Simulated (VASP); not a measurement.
A run of VASP 6.6.1 is set up as follows.

INCAR

```
SYSTEM = WS2
PREC     = Accurate       ! precision mode
ENCUT    = 500            ! plane-wave cutoff, eV
EDIFF    = 1E-6           ! SCF threshold, eV
ISMEAR   = 0              ! smearing method
SIGMA    = 0.02           ! smearing width, eV
LREAL    = .FALSE.        ! projectors in reciprocal space
LASPH    = .TRUE.         ! aspherical terms in the spheres
NELM     = 120            ! most SCF steps
ALGO     = Normal         ! electronic algorithm
ISIF     = 2              ! what is computed and relaxed
LWAVE    = .FALSE.        ! write WAVECAR
LCHARG   = .FALSE.        ! write CHGCAR
NBANDS   = 35             ! bands
GGA_COMPAT= .FALSE.
```

KPOINTS

```
Automatic mesh
0
G
  12 12 4
  0 0 0
```

POSCAR

```
WS2
1.0
    3.1143876791      0.0000000000      0.0000000000
   -1.5571938396      2.6971388473      0.0000000000
    0.0000000000      0.0000000000     11.8889559963
W S
2 4
Direct
    0.3333333333      0.6666666667      0.2500000000
    0.6666666667      0.3333333333      0.7500000000
    0.3333333333      0.6666666667      0.6184441142
    0.6666666667      0.3333333333      0.1184441142
    0.3333333333      0.6666666667      0.8815558858
    0.6666666667      0.3333333333      0.3815558858
```

Potentials or basis: VASP PAW LDA potentials, release 64 (W_sv, S).

Run with:

```console
$ cat potpaw_LDA.64/W_sv/POTCAR potpaw_LDA.64/S/POTCAR > POTCAR
$ mpirun -np 1 vasp_std > vasp.out
```

(1) Predict the pressure.

(2) Estimate the band gap on the k mesh.

Results:

(1) 2.0 GPa.

(2) 0.72 eV (least direct gap 1.92 eV).

Caveat: spin-orbit coupling is left out, which moves the levels of the heavy elements.
